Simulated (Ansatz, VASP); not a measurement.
# F in VASP and in Ansatz

```
F
1.0
     2.69478   -1.74738    0.28439
     2.69478    1.74738    0.28439
    -0.81317    0.00000    6.58211
F
4
Direct
  0.91386 0.58555 0.09393
  0.41445 0.08614 0.40607
  0.08614 0.41445 0.90607
  0.58555 0.91386 0.59393
```

Change from the starting cell: volume 15.699 Å^3 an atom, stretch along a over the lengths across it, relative to the relaxed cell 0.9802.

Alike in both runs: task single point; functional PBE; dispersion D3(BJ); k mesh 8 × 8 × 4; occupations gaussian, width 0.05 eV; no spin polarisation.

|  | VASP | Ansatz |
| --- | --- | --- |
| version | VASP 6.6.1 | Ansatz 0.2.0 |
| potentials or method | VASP PAW PBE potentials, release 64 (F), cutoff 520 eV | scalar-relativistic, plane waves, PAW |
| valence electrons in the cell | 28 | 28 |

```csv
,VASP,Ansatz,Ansatz less VASP
gap on the k mesh at the Fermi level (eV),3.32,3.40,+0.080
least direct gap on the mesh (eV),3.32,3.40,+0.080
pressure (GPa),4.0,3.6,-0.45
"traceless stress, the component that is largest in VASP (GPa)",5.87,4.42,-1.455
rms of the force components (eV/Å),1.008,0.756,-0.2522
```

Atom by atom the forces differ by 0.252 eV/Å (rms over components).
